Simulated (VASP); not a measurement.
**Mn3Si: single point with PBEsol**

Crystal: Mn3Si.

```
Mn Si
1.0
     0.00000    2.78238    2.78238
     2.78238    0.00000    2.78238
     2.78238    2.78238    0.00000
Mn Si
3 1
Direct
  0.75000 0.75000 0.75000
  0.25000 0.25000 0.25000
  0.50000 0.50000 0.50000
  0.00000 0.00000 0.00000
```

```yaml
Program: VASP 6.6.1
Task: single point
Functional: PBEsol
Potentials_or_basis: VASP PAW PBE potentials, release 64 (Mn_pv, Si)
Cutoff: 520 eV
k_mesh: 14 × 14 × 14
Occupations: gaussian, width 0.1 eV
Spin: collinear spin, ferrimagnetic start
Starting_moments: "[-0.63, -0.63, 2.35, 0.0] μB"
Dipole_correction: no
Further_INCAR_settings: ALGO = Normal; EDIFF = 1e-06; NBANDS = 34
```

```
Pressure                                              : 0.2 GPa
Net moment                                            : 1.07 μB per cell
Site moments                                          : Mn -0.61, +2.24 (each value once); Si +0.04 μB
Valence electrons inside the program's atomic spheres : Mn 12.07, 11.96 (each value once); Si 1.67
```

Levels at points of the mesh, in eV from the Fermi level:
Spin up:
```csv
k point,band 19,band 20,band 21,band 22,band 23,band 24,band 25,band 26
"(0.00, 0.00, 0.00)",0.04,0.04,0.74,0.74,0.74,1.39,1.39,4.36
"(0.50, 0.00, 0.00)",-0.63,-0.63,-0.61,-0.10,-0.10,0.66,0.66,0.96
"(0.50, 0.50, 0.00)",-1.88,-0.75,-0.23,-0.23,0.29,0.77,0.95,0.95
```
Spin down:
```csv
k point,band 17,band 18,band 19,band 20,band 21,band 22,band 23,band 24,band 25,band 26
"(0.00, 0.00, 0.00)",-1.59,-1.59,0.22,0.22,0.22,1.00,1.00,1.78,1.78,4.66
"(0.50, 0.00, 0.00)",-1.99,-1.99,-1.13,-1.13,-1.07,1.00,1.00,1.54,1.64,1.64
"(0.50, 0.50, 0.00)",-2.11,-2.11,-0.66,-0.66,0.07,0.20,0.94,0.94,1.45,1.45
```

It took 12 min on 1 thread of Intel Xeon 8259CL (shared host), peak memory 0.35 GiB.

Caveat: the PAW data sets were made with another functional, which shifts forces and pressure a little.
